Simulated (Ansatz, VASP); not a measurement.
## One calculation of NaI, two programs

```
Na I
1.0
     0.00000    3.28495    3.33349
     3.28495    0.00000    3.33349
     3.28495    3.28495    0.00000
Na I
1 1
Cartesian
  0.0000 0.0000 0.0000
  3.2849 3.2849 3.3335
```

Change from the starting cell: strain +0.015 along x and y, +0.030 along z, atoms carried along.

Alike in both runs: task single point; functional PBEsol; k mesh 6 × 6 × 6; occupations gaussian, width 0.05 eV; no spin polarisation.

```csv
,VASP,Ansatz
version,VASP 6.6.1,Ansatz 0.2.0
potentials or method,"VASP PAW PBE potentials, release 64 (Na_pv, I), cutoff 520 eV","scalar-relativistic, plane waves, PAW"
valence electrons in the cell,14,26
```

```csv
,VASP,Ansatz,Ansatz less VASP
gap on the k mesh at the Fermi level (eV),3.35,3.36,+0.004
least direct gap on the mesh (eV),3.35,3.36,+0.004
pressure (GPa),-1.2,-1.2,-0.02
"traceless stress, the component that is largest in VASP (GPa)",-0.15,-0.15,+0.003
```

VASP's potentials were made for PBE, not for PBEsol. VASP's potentials hold 14 valence electrons a cell and Ansatz's 26, so a difference there can come from the potentials and not from the codes.

Neither program's run includes spin-orbit coupling.
